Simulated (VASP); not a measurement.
Crystal: Nb.

```
Nb
1.0
     0.00000    2.12565    2.09385
     2.12565    0.00000    2.09385
     2.12565    2.12565    0.00000
Nb
1
Direct
  0.00000 0.00000 0.00000
```

This cell differs from its parent crystal: z stretched by -1 % at fixed volume.

Base run:

```yaml
Program: VASP 6.6.1
Functional: PBE
Potentials_or_basis: VASP PAW PBE potentials, release 64 (Nb_sv)
Cutoff: 500 eV
k_mesh: 13 × 13 × 13
Occupations: fermi-dirac, width 0.08 eV
Spin: no spin polarisation
```

Its results: pressure -1.5 GPa.

Task: The run is repeated on the same cell with these changes: cutoff from 500 eV to 400 eV; further incar settings from ALGO = Normal; EDIFF = 1e-06; NBANDS = 12 to ALGO = Normal; EDIFF = 1e-08; NBANDS = 12. What comes out?

Result: Pressure -2.0 GPa.
